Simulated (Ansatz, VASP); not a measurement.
**One calculation of SnO, two programs**

```
Sn O
1.0
     0.05564    2.59262    2.59262
     2.59262    0.05564    2.59262
     2.59262    2.59262    0.05564
Sn O
1 1
Direct
  0.00000 0.00000 0.00000
  0.50000 0.50000 0.50000
```

Change from the starting cell: shear_111 strain +3.3%.

Alike in both runs: task single point; functional HSE06; k mesh 6 × 6 × 6; occupations fermi-dirac, width 0.02 eV; no spin polarisation.

|  | VASP | Ansatz |
| --- | --- | --- |
| version | VASP 6.6.1 | Ansatz 0.2.0 |
| potentials or method | VASP PAW PBE potentials, release 64 (Sn_d, O) | plane waves, PAW |
| plane-wave cutoff (eV) | 520 | 420 |
| valence electrons in the cell | 20 | 20 |

|  | VASP | Ansatz | Ansatz less VASP |
| --- | --- | --- | --- |
| gap on the k mesh at the Fermi level (eV) | 1.02 | 1.02 | -0.003 |
| pressure (GPa) | -3.3 | -3.4 | -0.07 |
| traceless stress, the component that is largest in VASP (GPa) | -0.52 | -0.52 | 0.000 |

Ansatz's warnings: stress exchange threshold loose, stress scf threshold loose.
